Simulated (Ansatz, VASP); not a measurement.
**Two plane-wave programs on Zr2C3**

INCAR

```
PREC     = Accurate       # precision mode
ENCUT    = 600            # plane-wave cutoff, eV
EDIFF    = 1E-6           # SCF threshold, eV
ISMEAR   = 0              # smearing method
SIGMA    = 0.1            # smearing width, eV
LREAL    = F              # projectors in reciprocal space
LASPH    = T              # aspherical terms in the spheres
NELM     = 80             # most SCF steps
ALGO     = Fast           # electronic algorithm
ISIF     = 3              # what is computed and relaxed
LWAVE    = F              # write WAVECAR
LCHARG   = F              # write CHGCAR
GGA      = PE             # functional
IBRION   = 2              # ionic algorithm
NSW      = 100            # ionic steps
EDIFFG   = -0.01          # ionic threshold
```

The input KPOINTS:

```
regular mesh
0
Gamma
  14 14 6
```

POSCAR

```
Zr2C3
1.0
    3.0419015925     -1.6781100754      0.0000000000
    3.0419015925      1.6781100754      0.0000000000
   -2.8011181673      0.0000000000      6.0074542364
Zr C
2 3
Direct
    0.7554149609      0.7554149609      0.2141194870
    0.2445850391      0.2445850391      0.7858805130
    0.0000000000      0.0000000000      0.0000000000
    0.4438625668      0.4438625668      0.5649833706
    0.5561374332      0.5561374332      0.4350166294
```

Input for Ansatz:

```yaml
crystal:
  lattice:
    - [3.0419015925, -1.6781100754, 0.0]
    - [3.0419015925, 1.6781100754, 0.0]
    - [-2.8011181673, 0.0, 6.0074542364]
  atoms:
    - { symbol: Zr, position: [0.7554149609, 0.7554149609, 0.214119487] }
    - { symbol: Zr, position: [0.2445850391, 0.2445850391, 0.785880513] }
    - { symbol: C, position: [0.0, 0.0, 0.0] }
    - { symbol: C, position: [0.4438625668, 0.4438625668, 0.5649833706] }
    - { symbol: C, position: [0.5561374332, 0.5561374332, 0.4350166294] }
basis:
  ecutwfc: 420
kpoints:
  mp_grid: { grid: [14, 14, 6] }
hamiltonian:
  xc: pbe
scf:
  occupations: { method: gaussian, width: 0.1 }
output:
  forces: true
  stress: true
  eigenvalues: true
relax:
  adjacent_minimum: "off"
  f_tol: 0.01
  max_steps: 80
  cell: { stress_tol: 0.05 }
```

Change from the starting cell: the structure that the rattled A-type sesquioxide type (P-3m1, No. 164) fell into.

Alike in both runs: task relaxation of cell and atoms; functional PBE; k mesh 14 × 14 × 6; occupations gaussian, width 0.1 eV; no spin polarisation.

```csv
,VASP,Ansatz
version,VASP 6.6.1,Ansatz 0.2.0
potentials or method,"VASP PAW PBE potentials, release 64 (Zr_sv, C), cutoff 600 eV","scalar-relativistic, plane waves, PAW"
valence electrons in the cell,36,36
```

|  | VASP | Ansatz | Ansatz less VASP |
| --- | --- | --- | --- |
| gap on the k mesh at the Fermi level, each at its own relaxed structure (eV) | none | none | - |
| relaxed volume (Å³/atom) | 12.28 | 12.28 | -0.002 |
| relaxed length of the cell vector where the two differ most in proportion (Å) | 6.639 | 6.638 | -0.0010 |

A gap of «none» marks a metal or a gap that the smearing closes.
